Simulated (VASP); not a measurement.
Set up this calculation in VASP 6.6.1, as the native input.

* Task: density of states
* Functional: PBE
* Potentials or basis: VASP PAW PBE potentials, release 64 (Zr_sv, C)
* Cutoff: 520 eV
* k mesh: 14 × 14 × 14
* Occupations: fermi-dirac, width 0.1 eV
* Spin: no spin polarisation
* Dipole correction: no
* k mesh for the DOS: 21 × 21 × 21
* Occupations for the DOS: tetrahedron
* Further INCAR settings: ALGO = Normal; EDIFF = 1e-07; NBANDS = 15

The system is ZrC (CsCl type).

```xyz
2
Lattice="2.1533 0.0000 0.0000 0.0000 2.1533 0.0000 0.0000 0.0000 2.1533" Properties=species:S:1:pos:R:3 pbc="T T T"
Zr    0.0000    0.0000    0.0000
C     1.0766    1.0766    1.0766
```

This cell differs from its parent crystal: volume scaled by 0.4.

These files were run (other wordings do the same):

POSCAR

```
ZrC
1.0
    2.1532682054      0.0000000000      0.0000000000
    0.0000000000      2.1532682054      0.0000000000
    0.0000000000      0.0000000000      2.1532682054
Zr C
1 1
Direct
    0.0000000000      0.0000000000      0.0000000000
    0.5000000000      0.5000000000      0.5000000000
```

INCAR.step1

```
SYSTEM = ZrC
ALGO     = Normal         ! electronic algorithm
EDIFF    = 1E-7           ! SCF threshold, eV
ENCUT    = 520            ! plane-wave cutoff, eV
GGA      = PE             ! functional
ISIF     = 2              ! what is computed and relaxed
ISMEAR   = -1             ! smearing method
LASPH    = .True.         ! aspherical terms in the spheres
LCHARG   = .True.         ! write CHGCAR
LMAXMIX  = 4              ! l up to which the mixer works
LREAL    = .False.        ! projectors in reciprocal space
LWAVE    = .False.        ! write WAVECAR
NBANDS   = 15             ! bands
NELM     = 80             ! most SCF steps
PREC     = Accurate       ! precision mode
SIGMA    = 0.1            ! smearing width, eV
```

KPOINTS.step1

```
k-points
0
Gamma
  14 14 14
  0 0 0
```

INCAR.step2

```
SYSTEM = ZrC
ALGO     = Normal         ! electronic algorithm
EDIFF    = 1E-7           ! SCF threshold, eV
ENCUT    = 520            ! plane-wave cutoff, eV
GGA      = PE             ! functional
ICHARG   = 11             ! starting density
ISIF     = 2              ! what is computed and relaxed
ISMEAR   = -5             ! smearing method
LASPH    = .True.         ! aspherical terms in the spheres
LCHARG   = .False.        ! write CHGCAR
LMAXMIX  = 4              ! l up to which the mixer works
LORBIT   = 10             ! projections on sites
LREAL    = .False.        ! projectors in reciprocal space
LWAVE    = .False.        ! write WAVECAR
NBANDS   = 15             ! bands
NEDOS    = 1001           ! points of the DOS
NELM     = 80             ! most SCF steps
PREC     = Accurate       ! precision mode
SIGMA    = 0.1            ! smearing width, eV
```

KPOINTS.step2

```
k-points
0
Gamma
  21 21 21
  0 0 0
```

Potentials or basis: VASP PAW PBE potentials, release 64 (Zr_sv, C).

Run with:

```bash
$ cat potpaw_PBE.64/Zr_sv/POTCAR potpaw_PBE.64/C/POTCAR > POTCAR
$ cp INCAR.step1 INCAR
$ cp KPOINTS.step1 KPOINTS
$ mpirun -np 1 vasp_std > vasp.out
$ cp INCAR.step2 INCAR
$ cp KPOINTS.step2 KPOINTS
$ mpirun -np 1 vasp_std > vasp.out
```

Run time: 18 s on 1 thread of Intel(R) Xeon(R) 6975P-C (Granite Rapids), with other jobs on the host, peak memory 0.16 GiB.
